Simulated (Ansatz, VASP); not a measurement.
**Two plane-wave programs on K**

File INCAR:

```
ALGO = Fast ; EDIFF = 1E-6
ENCUT = 520 ; GGA = PE
ISIF = 2 ; ISMEAR = 0
LASPH = T ; LCHARG = F
LREAL = F ; LWAVE = F
NBANDS = 10 ; NELM = 80
PREC = Accurate ; SIGMA = 0.15
```

The input KPOINTS:

```
k-points
0
Gamma
  14 14 14
```

Contents of POSCAR:

```
K
1.0
   -2.0156190178      2.6537686682      2.6537686682
    2.6537686682     -2.0156190178      2.6537686682
    2.6537686682      2.6537686682     -2.0156190178
K
1
Direct
    0.0000000000      0.0000000000      0.0000000000
```

Input for Ansatz:

```yaml
crystal:
  lattice:
    - [-2.0156190178, 2.6537686682, 2.6537686682]
    - [2.6537686682, -2.0156190178, 2.6537686682]
    - [2.6537686682, 2.6537686682, -2.0156190178]
  atoms:
    - { symbol: K, position: [0.0, 0.0, 0.0] }
basis:
  ecutwfc: 420
kpoints:
  mp_grid: { grid: [14, 14, 14] }
hamiltonian:
  xc: pbe
scf:
  occupations: { method: gaussian, width: 0.15 }
output:
  forces: true
  stress: true
  eigenvalues: true
```

Alike in both runs: task single point; functional PBE; k mesh 14 × 14 × 14; occupations gaussian, width 0.15 eV; no spin polarisation.

|  | VASP | Ansatz |
| --- | --- | --- |
| version | VASP 6.6.1 | Ansatz 0.2.0 |
| potentials or method | VASP PAW PBE potentials, release 64 (K_sv), cutoff 520 eV | scalar-relativistic, plane waves, PAW |
| valence electrons in the cell | 9 | 9 |

```tsv
	VASP	Ansatz	Ansatz less VASP
gap on the k mesh at the Fermi level (eV)	none	none	-
pressure (GPa)	0.2	0.2	+0.01
traceless stress, the component that is largest in VASP (GPa)	-0.27	-0.27	0.000
```

A gap of «none» marks a metal or a gap that the smearing closes.
